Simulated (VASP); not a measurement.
Here is a VASP 6.6.1 calculation.

Contents of INCAR:

```
  PREC = Accurate
  ENCUT = 420
  EDIFF = 1E-6
  ISMEAR = 0
  SIGMA = 0.03
  LREAL = False
  LASPH = True
  NELM = 120
  ALGO = Normal
  ISIF = 2
  LWAVE = False
  LCHARG = False
  LDIPOL = True
  IDIPOL = 3
  DIPOL = 0.5 0.5 0.500
  GGA = PE
  IVDW = 12
  NBANDS = 11
  GGA_COMPAT = False
  NELMDL = -8
```

The input KPOINTS:

```
regular mesh
0
Gamma
  12 12 1
```

POSCAR

```
BP
1.0
    3.2000000000      0.0000000000      0.0000000000
   -1.6000000000      2.7712812921      0.0000000000
    0.0000000000      0.0000000000     14.0000000000
B P
1 1
Direct
    0.3333330000      0.6666670000      0.5000000000
    0.6666670000      0.3333330000      0.5000000000
```

Potentials or basis: VASP PAW PBE potentials, release 64 (B, P).

Command:

```sh
$ cat potpaw_PBE.64/B/POTCAR potpaw_PBE.64/P/POTCAR > POTCAR
$ mpirun -np 1 vasp_std > vasp.out
```

Q: Estimate the band gap on the k mesh.

A: 0.89 eV.

Q: Estimate the dispersion energy per atom.

A: -0.130 eV.
